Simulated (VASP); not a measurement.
PbS: single point with LDA

The system is PbS.

```
Pb S
1.0
     0.00000    3.00402    3.00402
     3.00402    0.00000    3.00402
     3.00402    3.00402    0.00000
Pb S
1 1
Direct
  0.00000 0.00000 0.00000
  0.50000 0.50000 0.50000
```

```json
{"Program": "VASP 6.6.1", "Task": "single point", "Functional": "LDA", "Potentials or basis": "VASP PAW LDA potentials, release 64 (Pb_d, S)", "Cutoff": "520 eV", "k mesh": "8 × 8 × 8", "Occupations": "fermi-dirac, width 0.06 eV", "Spin": "no spin polarisation"}
```

The pressure is -4.4 GPa and the band gap on the k mesh is 0.34 eV, direct.

Levels at points of the mesh, in eV from the valence-band top:
```
           k point  band 7  band 8  band 9  band 10  band 11  band 12  band 13  band 14
(0.00, 0.00, 0.00)   -6.11   -1.94   -1.94    -1.94     4.99     4.99     4.99     6.77
(0.50, 0.00, 0.00)   -8.67   -1.56   -1.56     0.00     0.34     1.95     1.95     8.46
(0.50, 0.50, 0.00)   -7.19   -4.90   -3.18    -3.18     3.92     5.37     5.45     5.45
```

Run time: 8 s on 1 thread of Intel(R) Xeon(R) 6975P-C (Granite Rapids) (shared host), peak memory 0.16 GiB.

Caveat: spin-orbit coupling is left out, which moves the levels of the heavy elements. A k mesh can miss the band edges.
